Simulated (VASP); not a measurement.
# La2O3 (P-62m) in VASP: a series of runs

La2O3 is run at these levels: PBEsol; tasks: single point.

Everything below comes from runs of VASP 6.6.1. Logs are shortened: lines on timing, memory, paths and dates and some standing lists are left out, and cuts for length are marked.

## Step 1: The cell of the first run

It takes space group P-62m (No. 189, hexagonal). Conventional cell: a = 6.267 Å, b = 6.267 Å, c = 3.300 Å, α = 90.00°, β = 90.00°, γ = 120.00°. Within 3.2 Å of La (site symmetry -6) lie 6 O at 2.45 Å. O (site symmetry m2m) has 4 La at 2.45 Å and 4 O at 3.13 Å within 3.2 Å.

## Step 2: Single point, PBEsol

INCAR

```
SYSTEM = La2O3
PREC = Accurate
ENCUT = 600
EDIFF = 1E-6
ISMEAR = 0
SIGMA = 0.01
LREAL = .False.
LASPH = .True.
NELM = 200
ALGO = Normal
ISIF = 2
LWAVE = .False.
LCHARG = .False.
GGA = PS
NBANDS = 28
GGA_COMPAT = .False.
LMAXMIX = 6
```

KPOINTS

```
Automatic mesh
0
Gamma
  2 2 3
  0 0 0
```

POSCAR

```
La2O3
1.0
    6.2667802800      0.0000000000      0.0000000000
   -3.1333901400      5.4271909200      0.0000000000
    0.0000000000      0.0000000000      3.2997660000
La O
2 3
Direct
    0.3333333333      0.6666666667      0.5000000000
    0.6666666667      0.3333333333      0.5000000000
    0.4919860000      0.4919860000      0.0000000000
    0.0000000000      0.5080140000      0.0000000000
    0.5080140000      0.0000000000      0.0000000000
```

Potentials or basis: VASP PAW PBE potentials, release 64 (La, O).

On the command line:

```bash
$ cat potpaw_PBE.64/La/POTCAR potpaw_PBE.64/O/POTCAR > POTCAR
$ mpirun -np 1 vasp_std > vasp.out
```

OUTCAR:

```text
SYSTEM = La2O3
   PREC = Accurate
   ENCUT = 600
   EDIFF = 1E-6
   ISMEAR = 0
   LREAL = .False.
   LASPH = .True.
   NELM = 200
   ISIF = 2
   GGA = PS

 ion  position               nearest neighbor table
   1  0.333  0.667  0.500-   5 2.45   5 2.45   4 2.45   4 2.45   3 2.45   3 2.45   2 3.62   2 3.62
                             2 3.62
   2  0.667  0.333  0.500-   5 2.45   5 2.45   4 2.45   4 2.45   3 2.45   3 2.45   1 3.62   1 3.62
                             1 3.62
   3  0.492  0.492  0.000-   1 2.45   1 2.45   2 2.45   2 2.45
   4  0.000  0.508  0.000-   2 2.45   2 2.45   1 2.45   1 2.45
   5  0.508  0.000  0.000-   2 2.45   2 2.45   1 2.45   1 2.45

  LATTYP: Found a hexagonal cell.
 ALAT       =     6.2667802800
 C/A-ratio  =     0.5265488580

  Lattice vectors:

 A1 = (   6.2667802800,   0.0000000000,   0.0000000000)
 A2 = (  -3.1333901400,   5.4271909200,   0.0000000000)
 A3 = (   0.0000000000,   0.0000000000,   3.2997660000)

Analysis of symmetry for initial positions (statically):
=====================================================================
 Subroutine PRICEL returns:
 Original cell was already a primitive cell.

 Routine SETGRP: Setting up the symmetry group for a
 hexagonal supercell.

 Subroutine GETGRP returns: Found 12 space group operations
 (whereof 12 operations were pure point group operations)
 out of a pool of 24 trial point group operations.

The static configuration has the point symmetry D_3h.

Analysis of symmetry for dynamics (positions and initial velocities):
=====================================================================
 Subroutine PRICEL returns:
 Original cell was already a primitive cell.

 Routine SETGRP: Setting up the symmetry group for a
 hexagonal supercell.

 Subroutine GETGRP returns: Found 12 space group operations
 (whereof 12 operations were pure point group operations)
 out of a pool of 24 trial point group operations.

The dynamic configuration has the point symmetry D_3h.

 Subroutine INISYM returns: Found 12 space group operations
 (whereof 12 operations are pure point group operations),
 and found     1 'primitive' translations

----------------------------------------------------------------------------------------

                                     Primitive cell

  volume of cell :     112.2284

  direct lattice vectors                    reciprocal lattice vectors
     6.266780280  0.000000000  0.000000000     0.159571575  0.092128692  0.000000000
    -3.133390140  5.427190920  0.000000000     0.000000000  0.184257384  0.000000000
     0.000000000  0.000000000  3.299766000     0.000000000  0.000000000  0.303051792

  length of vectors
     6.266780280  6.266780278  3.299766000     0.184257384  0.184257384  0.303051792

  position of ions in fractional coordinates (direct lattice)
     0.333333333  0.666666667  0.500000000
     0.666666667  0.333333333  0.500000000
     0.491986000  0.491986000  0.000000000
     0.000000000  0.508014000  0.000000000
     0.508014000  0.000000000  0.000000000

  ion indices of the primitive-cell ions
   primitive index   ion index
                 1           1
                 2           2
                 3           3
                 4           4
                 5           5

----------------------------------------------------------------------------------------

 KPOINTS: Automatic mesh

Automatic generation of k-mesh.
 Grid dimensions read from file:
 generate k-points for:    2    2    3

 Generating k-lattice:

  Cartesian coordinates                     Fractional coordinates (reciprocal lattice)
     0.079785788  0.046064346  0.000000000     0.500000000  0.000000000  0.000000000
     0.000000000  0.092128692  0.000000000     0.000000000  0.500000000  0.000000000
     0.000000000  0.000000000  0.101017264     0.000000000  0.000000000  0.333333333

  Length of vectors
     0.092128692  0.092128692  0.101017264

  Shift w.r.t. Gamma in fractional coordinates (k-lattice)
     0.000000000  0.000000000  0.000000000

 Subroutine IBZKPT returns following result:
 ===========================================

 Found      4 irreducible k-points:

 Following reciprocal coordinates:
            Coordinates               Weight
  0.000000  0.000000  0.000000      1.000000
  0.500000  0.000000  0.000000      3.000000
  0.000000  0.000000  0.333333      2.000000
  0.500000  0.000000  0.333333      6.000000
   k-points           NKPTS =      4   k-points in BZ     NKDIM =      4   number of bands    NBANDS=     28
   number of dos      NEDOS =    301   number of ions     NIONS =      5
   total plane-waves  NPLWV =  70000
   dimension x,y,z NGX =    50 NGY =   50 NGZ =   28
   dimension x,y,z NGXF=   100 NGYF=  100 NGZF=   56
   ions per type =               2   3
   NGX,Y,Z   is equivalent  to a cutoff of  13.26, 13.26, 14.11 a.u.
   NGXF,Y,Z  is equivalent  to a cutoff of  26.53, 26.53, 28.21 a.u.
 SYSTEM =  La2O3
   PREC   = accura    normal or accurate (medium, high low for compatibility)
   ISTART =      0    job   : 0-new  1-cont  2-samecut
   ICHARG =      2    charge: 1-file 2-atom 10-const
   ISPIN  =      1    spin polarized calculation?
   LNONCOLLINEAR =      F non collinear calculations
   LSORBIT =      F    spin-orbit coupling
   LASPH  =      T    aspherical Exc in radial PAW
   ENCUT  =  600.0 eV  44.10 Ry    6.64 a.u.  12.52 12.52  6.59*2*pi/ulx,y,z
   NELM   =    200;   NELMIN=  2; NELMDL= -5     # of ELM steps
   EDIFF  = 0.1E-05   stopping-criterion for ELM
   LREAL  =      F    real-space projection
   EDIFFG = 0.1E-04   stopping-criterion for IOM
   NSW    =      0    number of steps for IOM
   IBRION =     -1    ionic relax: 0-MD 1-quasi-New 2-CG
   NFREE  =      0    steps in history (QN), initial steepest desc. (CG)
   ISIF   =      2    stress and relaxation
   ISYM   =      2    0-nonsym 1-usesym 2-fastsym
   POTIM  = 0.5000    time-step for ionic-motion
   TEBEG  =    0.0;   TEEND  =   0.0 temperature during run
   PSTRESS=    0.0 pullay stress
   NELECT =      40.0000    total number of electrons
   NUPDOWN=      -1.0000    fix difference up-down
   EMIN   =  10.00;   EMAX   =-10.00  energy-range for DOS
   EFERMI =   0.00;   METHOD = LEGACY
   ISMEAR =     0;   SIGMA  =   0.01  broadening in eV -4-tet -1-fermi 0-gaus
   EFERMI_NEDOS =   21; number of points for ismear=-14 and -15
   IALGO  =     38    algorithm
   IMIX   =      4    mixing-type and parameters
     AMIX     =   0.40;   BMIX     =  1.00
     AMIX_MAG =   1.60;   BMIX_MAG =  1.00
  volume/ion in A,a.u.               =      22.45       151.47
  Fermi-wavevector in a.u.,A,eV,Ry     =   1.160719  2.193442 18.330716  1.347270
  Thomas-Fermi vector in A             =   2.297299
   LORBIT       =      0    0 simple, 1 ext, 2 COOP (PROOUT), +10 PAW based schemes
   GGA     = PS    functional components
   LHFCALC =     F    Hartree Fock is set to
   AEXX    =    0.0000 exact exchange contribution
   IVDW    =     0    specifies the selected vdW correction
   LEPSILON=     F    determine dielectric tensor
   LRPA    =     F    only Hartree local field effects (RPA)
 non-spin polarized calculation
 Gauss-broadening in eV      SIGMA  =   0.01
  energy-cutoff  :      600.00
  volume of cell :      112.23
 maximum number of plane-waves:      3781
   NGX = 25   NGY = 25   NGZ = 13

 number of electron      40.0000012 magnetization

 Free energy of the ion-electron system (eV)
  ---------------------------------------------------
  ext. energy  EPLUGINS =         0.00000000
  ---------------------------------------------------
  free energy    TOTEN  =       -42.43895821 eV

  energy without entropy =      -42.43895821  energy(sigma->0) =      -42.43895821

 E-fermi :   2.9299     XC(G=0):  -8.4793

 val. band max:        2.8517910630   @ k =   0.0000   0.0000   0.3333
 cond. band min:       4.7498591351   @ k =   0.0000   0.0000   0.0000
 fundamental gap:      1.8980680720
 Fermi energy:         2.9299211165

 k-point     1 :       0.0000    0.0000    0.0000
  band No.  band energies     occupation
      1     -27.2199      2.00000
      2     -26.9910      2.00000
      3     -14.1668      2.00000
      4     -14.1668      2.00000
      5     -12.4888      2.00000
      6     -10.7534      2.00000
[... 20 lines left out ...]
     27       8.1732      0.00000
     28       8.1903      0.00000

 k-point     2 :       0.5000    0.0000    0.0000
  band No.  band energies     occupation
      1     -27.1455      2.00000
      2     -27.0692      2.00000
      3     -14.1836      2.00000
      4     -13.7569      2.00000
      5     -13.2146      2.00000
      6     -10.6696      2.00000
[... 20 lines left out ...]
     27       8.1961      0.00000
     28       8.2435      0.00000

 k-point     3 :       0.0000    0.0000    0.3333
  band No.  band energies     occupation
      1     -26.9680      2.00000
      2     -26.7811      2.00000
      3     -14.4020      2.00000
      4     -13.2802      2.00000
      5     -13.2802      2.00000
      6     -11.5564      2.00000
[... 20 lines left out ...]
     27       7.8465      0.00000
     28       7.8650      0.00000

 k-point     4 :       0.5000    0.0000    0.3333
  band No.  band energies     occupation
      1     -26.9069      2.00000
      2     -26.8446      2.00000
      3     -14.1048      2.00000
      4     -13.7519      2.00000
      5     -13.2916      2.00000
      6     -11.2790      2.00000
[... 20 lines left out ...]
     27       8.0035      0.00000
     28       8.0575      0.00000

------------------------ aborting loop because EDIFF is reached ----------------------------------------

  FORCE on cell =-STRESS in cart. coord.  units (eV):
  Direction    XX          YY          ZZ          XY          YZ          ZX
  --------------------------------------------------------------------------------------
  -------------------------------------------------------------------------------------
  Total        0.0529177      0.0529177     -2.8930269      0.0000000     -0.0000000      0.0000000
  in kB        0.7554554      0.7554554    -41.3009783      0.0000000     -0.0000000      0.0000000
  external PRESSURE =     -13.2633558 kB  Pullay stress =       0.0000000 kB

 VOLUME and BASIS-vectors are now :
 -----------------------------------------------------------------------------
  energy-cutoff  :      600.00
  volume of cell :      112.23
      direct lattice vectors                 reciprocal lattice vectors
     6.266780280  0.000000000  0.000000000     0.159571575  0.092128692  0.000000000
    -3.133390140  5.427190920  0.000000000     0.000000000  0.184257384  0.000000000
     0.000000000  0.000000000  3.299766000     0.000000000  0.000000000  0.303051792

 POSITION                                       TOTAL-FORCE (eV/Angst)
 -----------------------------------------------------------------------------------
     -0.00000      3.61813      1.64988         0.000000      0.000000      0.000000
      3.13339      1.80906      1.64988         0.000000     -0.000000      0.000000
      1.54158      2.67010      0.00000         0.029519      0.051128     -0.000000
     -1.59181      2.75709      0.00000         0.029519     -0.051128      0.000000
      3.18361      0.00000      0.00000        -0.059037      0.000000      0.000000
 -----------------------------------------------------------------------------------
    total drift:                                0.000000      0.000000     -0.000000

  FREE ENERGIE OF THE ION-ELECTRON SYSTEM (eV)
  ---------------------------------------------------
  free  energy   TOTEN  =       -42.4389582098 eV

  energy  without entropy=      -42.4389582098  energy(sigma->0) =      -42.43895821
```

Run time: 19 s. Hardware: 1 thread of Intel Xeon 6975P-C (Granite Rapids), shared host; peak memory 0.24 GiB.

What came out:

```yaml
Free_energy: -42.4390 eV
Pressure: -1.3 GPa
Largest_force: 0.059 eV/Å
Band_gap_on_the_k_mesh: 1.90 eV, indirect (least direct gap 1.97 eV)
```

Forces on the atoms (eV/Å):
```
La   0.000  0.000  0.000
La   0.000  0.000  0.000
O    0.030  0.051  0.000
O    0.030 -0.051  0.000
O   -0.059  0.000  0.000
```

Stress tensor (GPa, compression positive):
```
 0.08  0.00  0.00
 0.00  0.08  0.00
 0.00  0.00 -4.13
```

Levels at points of the mesh, in eV from the valence-band top:
```
           k point  band 16  band 17  band 18  band 19  band 20  band 21  band 22  band 23  band 24  band 25
(0.00, 0.00, 0.00)    -1.52    -0.59    -0.59    -0.29    -0.07     1.90     3.94     4.44     4.44     5.28
(0.50, 0.00, 0.00)    -1.31    -1.24    -0.75    -0.72    -0.53     3.05     3.94     4.74     4.83     4.87
```

Caveat: the k points lie up to 0.63 Å⁻¹ apart; the PAW data sets were made with another functional, which shifts forces and pressure a little; spin-orbit coupling is left out, which moves the levels of the heavy elements.

## Step 3: Single point, PBEsol

INCAR

```
ALGO     = Normal         # electronic algorithm
EDIFF    = 1E-6           # SCF threshold, eV
ENCUT    = 600            # plane-wave cutoff, eV
GGA      = PS             # functional
GGA_COMPAT= False        
ISIF     = 2              # what is computed and relaxed
ISMEAR   = 0              # smearing method
LASPH    = True           # aspherical terms in the spheres
LCHARG   = False          # write CHGCAR
LMAXMIX  = 6              # l up to which the mixer works
LREAL    = False          # projectors in reciprocal space
LWAVE    = False          # write WAVECAR
NBANDS   = 28             # bands
NELM     = 200            # most SCF steps
PREC     = Accurate       # precision mode
SIGMA    = 0.01           # smearing width, eV
```

KPOINTS

```
k-points
0
Gamma
  2 2 3
```

POSCAR is that of step 2.

Potentials or basis: VASP PAW PBE potentials, release 64 (La, O).

On the command line:

```bash
$ cat potpaw_PBE.64/La/POTCAR potpaw_PBE.64/O/POTCAR > POTCAR
$ mpirun -np 1 vasp_std > vasp.out
```

It took 18 s on 1 thread of Intel Xeon 6975P-C (Granite Rapids), shared host; peak memory 0.24 GiB.

The run converged. Its results:

* Free energy: -42.4390 eV
* Pressure: -1.3 GPa
* Largest force: 0.059 eV/Å
* Band gap on the k mesh: 1.90 eV, indirect (least direct gap 1.97 eV)

Forces in eV/Å, atoms in the order of the input:
```
La   0.000  0.000  0.000
La   0.000  0.000  0.000
O    0.030  0.051  0.000
O    0.030 -0.051  0.000
O   -0.059  0.000  0.000
```

Stress tensor (GPa, compression positive):
```
 0.08  0.00  0.00
 0.00  0.08  0.00
 0.00  0.00 -4.13
```

Levels at points of the mesh, in eV from the valence-band top:
| k point | band 17 | band 18 | band 19 | band 20 | band 21 | band 22 | band 23 | band 24 |
| --- | --- | --- | --- | --- | --- | --- | --- | --- |
| (0.00, 0.00, 0.00) | -0.59 | -0.59 | -0.29 | -0.07 | 1.90 | 3.94 | 4.44 | 4.44 |
| (0.50, 0.00, 0.00) | -1.24 | -0.75 | -0.72 | -0.53 | 3.05 | 3.94 | 4.74 | 4.83 |

Caveat: the k points lie up to 0.63 Å⁻¹ apart; the PAW data sets were made with another functional, which shifts forces and pressure a little; spin-orbit coupling is left out, which moves the levels of the heavy elements. A k mesh can miss the band edges.
